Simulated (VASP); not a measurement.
# ZnO (P6_3mc) in VASP: further runs, part 2 of 2

VASP 6.6.1.

## Step 3: Relaxation of cell and atoms, PBE, target pressure 3 GPa, at which the enthalpy is minimised

This run uses another cell than the first one, of 11.98 Å³/atom.

INCAR reads:

```
ALGO = Normal
EDIFF = 1E-6
EDIFFG = -0.008
ENCUT = 600
GGA = PE
IBRION = 2
ISIF = 3
ISMEAR = 0
LASPH = True
LCHARG = False
LREAL = False
LWAVE = False
NELM = 100
NSW = 70
PREC = Accurate
PSTRESS = 30.0
SIGMA = 0.02
```

KPOINTS reads:

```
k-points
0
Gamma
  12 12 6
```

POSCAR reads:

```
ZnO
1.0
    3.2487825235      0.0000000000      0.0000000000
   -1.6243912617      2.8135281967      0.0000000000
    0.0000000000      0.0000000000      5.2438287327
Zn O
2 2
Direct
    0.6666666667      0.3333333333      0.5006044111
    0.3333333333      0.6666666667      0.0006044111
    0.6666666667      0.3333333333      0.8797055889
    0.3333333333      0.6666666667      0.3797055889
```

Potentials or basis: VASP PAW PBE potentials, release 64 (Zn, O).

Launch:

```
cat potpaw_PBE.64/Zn/POTCAR potpaw_PBE.64/O/POTCAR > POTCAR
mpirun -np 1 vasp_std > vasp.out
```

OUTCAR:

```text
EDIFF = 1E-6
   EDIFFG = -0.008
   ENCUT = 600
   GGA = PE
   IBRION = 2
   ISIF = 3
   ISMEAR = 0
   LASPH = True
   LREAL = False
   NELM = 100
   NSW = 70
   PREC = Accurate
   PSTRESS = 30.0

 ion  position               nearest neighbor table
   1  0.667  0.333  0.501-   4 1.98   4 1.98   4 1.98   3 1.99
   2  0.333  0.667  0.001-   3 1.98   3 1.98   3 1.98   4 1.99
   3  0.667  0.333  0.880-   2 1.98   2 1.98   2 1.98   1 1.99
   4  0.333  0.667  0.380-   1 1.98   1 1.98   1 1.98   2 1.99

  LATTYP: Found a hexagonal cell.
 ALAT       =     3.2487825235
 C/A-ratio  =     1.6140904153

  Lattice vectors:

 A1 = (   3.2487825235,   0.0000000000,   0.0000000000)
 A2 = (  -1.6243912617,   2.8135281967,   0.0000000000)
 A3 = (   0.0000000000,   0.0000000000,   5.2438287327)

Analysis of symmetry for initial positions (statically):
=====================================================================
 Subroutine PRICEL returns:
 Original cell was already a primitive cell.

 Routine SETGRP: Setting up the symmetry group for a
 hexagonal supercell.

 Subroutine GETGRP returns: Found 12 space group operations
 (whereof  6 operations were pure point group operations)
 out of a pool of 24 trial point group operations.

The static configuration has the point symmetry C_3v.
 The point group associated with its full space group is C_6v.

Analysis of symmetry for dynamics (positions and initial velocities):
=====================================================================
 Subroutine PRICEL returns:
 Original cell was already a primitive cell.

 Routine SETGRP: Setting up the symmetry group for a
 hexagonal supercell.

 Subroutine GETGRP returns: Found 12 space group operations
 (whereof  6 operations were pure point group operations)
 out of a pool of 24 trial point group operations.

The dynamic configuration has the point symmetry C_3v.
 The point group associated with its full space group is C_6v.

[... 127 lines left out ...]
   GGA     = PE    functional components
   LHFCALC =     F    Hartree Fock is set to
   AEXX    =    0.0000 exact exchange contribution
   IVDW    =     0    specifies the selected vdW correction
   LEPSILON=     F    determine dielectric tensor
   LRPA    =     F    only Hartree local field effects (RPA)
 conjugate gradient relaxation of ions
 non-spin polarized calculation
 Gauss-broadening in eV      SIGMA  =   0.02
  energy-cutoff  :      600.00
  volume of cell :       47.93
 maximum number of plane-waves:      1629
 NGX is ok and might be reduce to    28
   NGX = 13   NGY = 13   NGZ = 21

--------------------------------------- Ionic step        1  -------------------------------------------

 number of electron      36.0000011 magnetization

 Free energy of the ion-electron system (eV)
  ---------------------------------------------------
  ext. energy  EPLUGINS =         0.00000000
  ---------------------------------------------------
  free energy    TOTEN  =       -17.83929504 eV

  energy without entropy =      -17.83929504  energy(sigma->0) =      -17.83929504

------------------------ aborting loop because EDIFF is reached ----------------------------------------

  FORCE on cell =-STRESS in cart. coord.  units (eV):
  Direction    XX          YY          ZZ          XY          YZ          ZX
  --------------------------------------------------------------------------------------
  -------------------------------------------------------------------------------------
  Total        1.4298858      1.4298858      1.4110440      0.0000000      0.0000000      0.0000000
  in kB       47.7959973     47.7959973     47.1661824      0.0000000      0.0000000      0.0000000
  external PRESSURE =      17.5860590 kB  Pullay stress =      30.0000000 kB
[... 67 lines left out ...]
--------------------------------------- Ionic step        3  -------------------------------------------

 number of electron      36.0000013 magnetization

 Free energy of the ion-electron system (eV)
  ---------------------------------------------------
  ext. energy  EPLUGINS =         0.00000000
  ---------------------------------------------------
  free energy    TOTEN  =       -17.85275125 eV

  energy without entropy =      -17.85275125  energy(sigma->0) =      -17.85275125

 E-fermi :   1.1976     XC(G=0): -10.8130

 val. band max:        1.0393466507   @ k =   0.0000   0.0000   0.0000
 cond. band min:       1.7925948660   @ k =   0.0000   0.0000   0.0000
 fundamental gap:      0.7532482153
 Fermi energy:         1.1976365153

 k-point     1 :       0.0000    0.0000    0.0000
  band No.  band energies     occupation
      1     -16.9079      2.00000
      2     -16.2163      2.00000
      3      -4.5718      2.00000
      4      -4.5718      2.00000
      5      -4.5306      2.00000
      6      -4.4669      2.00000
[... 589 lines left out ...]
     21       9.2861      0.00000
     22       9.8366      0.00000

 [... further k-points ...]

------------------------ aborting loop because EDIFF is reached ----------------------------------------

  FORCE on cell =-STRESS in cart. coord.  units (eV):
  Direction    XX          YY          ZZ          XY          YZ          ZX
  --------------------------------------------------------------------------------------
  -------------------------------------------------------------------------------------
  Total        0.9079135      0.9079135      0.9074345      0.0000000      0.0000000      0.0000000
  in kB       29.9981990     29.9981990     29.9823732      0.0000000      0.0000000      0.0000000
  external PRESSURE =      -0.0070763 kB  Pullay stress =      30.0000000 kB
[... 23 lines left out ...]
  energy  without entropy=      -17.8527512471  energy(sigma->0) =      -17.85275125

  enthalpy is  TOTEN    =       -16.9447832672 eV   P V=        0.9079679799

 reached required accuracy - stopping structural energy minimisation
```

Wall time 86 s (1 thread of AMD EPYC 9R45 (Zen 5), shared host); peak memory 0.21 GiB.

Results:

- Free energy: -17.8528 eV
- Relaxed volume: 12.12 Å³/atom
- Relaxed cell: a = 3.262 Å, b = 3.262 Å, c = 5.264 Å, α = 90.00°, β = 90.00°, γ = 120.00°
- Space group after relaxing (to 0.1 Å): P6_3mc (No. 186)
- Energy change on relaxing (the run minimises the enthalpy): -3.4 meV/atom
- Ionic steps: 3
- Pressure after relaxing: 3.0 GPa
- Band gap on the k mesh: 0.75 eV

Step by step:
| step | energy change (eV) | largest force (eV/Å) | pressure (GPa) | volume (Å³) |
| --- | --- | --- | --- | --- |
| 1 | 0.0000 | 0.0027 | 4.76 | 47.93 |
| 2 | -0.0191 | 0.0015 | 2.01 | 48.85 |
| 3 | -0.0135 | 0.0000 | 3.00 | 48.49 |

Final structure:
```
Zn O
1.0
     3.26152    0.00000    0.00000
    -1.63076    2.82456    0.00000
     0.00000    0.00000    5.26367
Zn O
2 2
Cartesian
  1.6308 0.9415 2.6351
  0.0000 1.8830 0.0033
  1.6308 0.9415 4.6304
  0.0000 1.8830 1.9986
```

Levels at points of the mesh, in eV from the valence-band top:
```
           k point  band 16  band 17  band 18  band 19  band 20  band 21
(0.00, 0.00, 0.00)    -0.08     0.00     0.00     0.75     5.16     8.13
(0.50, 0.00, 0.00)    -2.20    -1.26    -0.81     5.70     6.84     7.55
(0.00, 0.00, 0.50)    -0.38    -0.38    -0.38     3.40     3.40     9.98
(0.50, 0.00, 0.50)    -1.47    -1.35    -1.35     5.67     5.67     8.32
```

Caveat: the cell is relaxed towards a set pressure, so the run minimises the enthalpy, not the energy.

## Step 4: Relaxation of cell and atoms, PBE, target pressure -3 GPa, at which the enthalpy is minimised

This run uses another cell than the first one, of 12.68 Å³/atom.

INCAR reads:

```
PREC = Accurate
ENCUT = 600
EDIFF = 1E-6
ISMEAR = 0
SIGMA = 0.02
LREAL = False
LASPH = True
NELM = 80
ALGO = Normal
ISIF = 3
LWAVE = False
LCHARG = False
GGA = PE
IBRION = 2
NSW = 70
EDIFFG = -0.008
PSTRESS = -30.0
```

KPOINTS reads:

```
regular mesh
0
Gamma
  12 12 6
```

POSCAR reads:

```
ZnO
1.0
    3.3106621072      0.0000000000      0.0000000000
   -1.6553310536      2.8671174882      0.0000000000
    0.0000000000      0.0000000000      5.3437079757
Zn O
2 2
Direct
    0.6666666667      0.3333333333      0.5006044111
    0.3333333333      0.6666666667      0.0006044111
    0.6666666667      0.3333333333      0.8797055889
    0.3333333333      0.6666666667      0.3797055889
```

Launch:

```
cat potpaw_PBE.64/Zn/POTCAR potpaw_PBE.64/O/POTCAR > POTCAR
mpirun -np 1 vasp_std > vasp.out
```

Wall time 77 s (1 thread of AMD EPYC 9R45 (Zen 5), shared host); peak memory 0.22 GiB.

It converged, with:

```yaml
Free_energy: -17.8557 eV
Relaxed_volume: 12.71 Å³/atom
Relaxed_cell: a = 3.313 Å, b = 3.313 Å, c = 5.348 Å, α = 90.00°, β = 90.00°, γ = 120.00°
Space_group_after_relaxing_to_0.1_Å: P6_3mc (No. 186)
Energy_change_on_relaxing_the_run_minimises_the_enthalpy: +0.5 meV/atom
Ionic_steps: 2
Pressure_after_relaxing: -3.1 GPa
Band_gap_on_the_k_mesh: 0.68 eV
```

The path:
```csv
step,energy change (eV),largest force (eV/Å),pressure (GPa),volume (Å³)
1,0.0000,0.0003,-2.81,50.72
2,0.0020,0.0004,-3.08,50.83
```

Final structure:
```yaml
crystal:
  lattice:
    - [3.31299, 0.00000, 0.00000]
    - [-1.65649, 2.86913, 0.00000]
    - [0.00000, 0.00000, 5.34776]
  atoms:
    - { symbol: Zn, position: [0.66667, 0.33333, 0.50061] }
    - { symbol: Zn, position: [0.33333, 0.66667, 0.00061] }
    - { symbol: O, position: [0.66667, 0.33333, 0.87970] }
    - { symbol: O, position: [0.33333, 0.66667, 0.37970] }
```

Levels at points of the mesh, in eV from the valence-band top:
| k point | band 14 | band 15 | band 16 | band 17 | band 18 | band 19 | band 20 | band 21 | band 22 |
| --- | --- | --- | --- | --- | --- | --- | --- | --- | --- |
| (0.00, 0.00, 0.00) | -0.72 | -0.72 | -0.07 | 0.00 | 0.00 | 0.68 | 4.98 | 7.97 | 12.57 |
| (0.50, 0.00, 0.00) | -3.34 | -2.63 | -2.05 | -1.18 | -0.76 | 5.49 | 6.78 | 7.48 | 8.05 |
| (0.00, 0.00, 0.50) | -2.21 | -0.35 | -0.35 | -0.35 | -0.35 | 3.29 | 3.29 | 9.79 | 9.79 |
| (0.50, 0.00, 0.50) | -3.63 | -1.37 | -1.37 | -1.26 | -1.26 | 5.58 | 5.58 | 8.06 | 8.06 |

Caveat: the cell is relaxed towards a set pressure, so the run minimises the enthalpy, not the energy.

## Step 5: Overview

```csv
task,potentials or basis,cell,cutoff (eV),gap on the mesh (eV),pressure (GPa)
single point,"VASP PAW PBE potentials, release 64 (Zn, O_h)","a = 3.255, b = 3.255, c = 5.254 Å, angles 90.0, 90.0, 120.0°, 4 atoms",910,0.76,3.7
relaxation of cell and atoms,"VASP PAW PBE potentials, release 64 (Zn, O)","relaxed to 3 GPa from a = 3.249, b = 3.249, c = 5.244 Å, angles 90.0, 90.0, 120.0°, 4 atoms",600,0.75,3.0
relaxation of cell and atoms,"VASP PAW PBE potentials, release 64 (Zn, O)","relaxed to -3 GPa from a = 3.311, b = 3.311, c = 5.344 Å, angles 90.0, 90.0, 120.0°, 4 atoms",600,0.68,-3.1
```

Alike in all rows: level PBE; no spin polarisation; k mesh 12 × 12 × 6; smearing gaussian 0.02 eV.

Caveats: the cell is relaxed towards a set pressure, so the run minimises the enthalpy, not the energy (at least some runs); the cutoff is under 1.25 times the usual one of these potentials, so pressure, stress and relaxed cells hold a basis-set (Pulay) error (at least some runs); the cell stands under pressure (at least some runs).

Absolute energies hang on the potentials; compare differences alone.
